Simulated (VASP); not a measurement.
The system is Zr.

```
CELL_PARAMETERS angstrom
1.69765 0.98014 8.20466
-1.69765 0.98014 8.20466
0.00000 -1.96028 8.20466
ATOMIC_POSITIONS crystal
Zr 0.00000 0.00000 0.00000
Zr 0.22222 0.22222 0.22222
Zr 0.77778 0.77778 0.77778
```

```yaml
Program: VASP 6.6.1
Task: relaxation of cell and atoms
Functional: PBE
Potentials_or_basis: VASP PAW PBE potentials, release 64 (Zr_sv)
Cutoff: 600 eV
k_mesh: 6 × 6 × 6
Occupations: gaussian, width 0.1 eV
Spin: no spin polarisation
```

At the start: pressure -10.8 GPa; volume 27.30 Å³/atom.

Question: How do energy, volume and symmetry change on relaxing?

Answer: Over 6 steps the energy falls by 147.0 meV/atom and the volume is 23.39 Å³/atom (-14.3 %); space group R-3m (No. 166, to 0.05 Å).

Step by step:
```csv
step,energy change (eV),largest force (eV/Å),pressure (GPa),volume (Å³)
1,0.0000,0.0845,-10.84,81.91
2,-0.1102,0.0639,13.91,61.91
3,-0.4391,0.0842,-0.22,70.41
4,-0.4392,0.0840,0.06,70.19
5,-0.4402,0.0618,0.06,70.18
6,-0.4410,0.0195,0.07,70.17
```

Final structure:
```cif
data_structure
_symmetry_space_group_name_H-M 'P 1'
_symmetry_Int_Tables_number 1
_cell_length_a 8.0658
_cell_length_b 8.0658
_cell_length_c 8.0658
_cell_angle_alpha 22.976
_cell_angle_beta 22.976
_cell_angle_gamma 22.976
_cell_volume 70.17
loop_
_atom_site_label
_atom_site_type_symbol
_atom_site_fract_x
_atom_site_fract_y
_atom_site_fract_z
_atom_site_occupancy
Zr1 Zr 0.00000 0.00000 0.00000 1
Zr2 Zr 0.22280 0.22280 0.22280 1
Zr3 Zr 0.77720 0.77720 0.77720 1
```
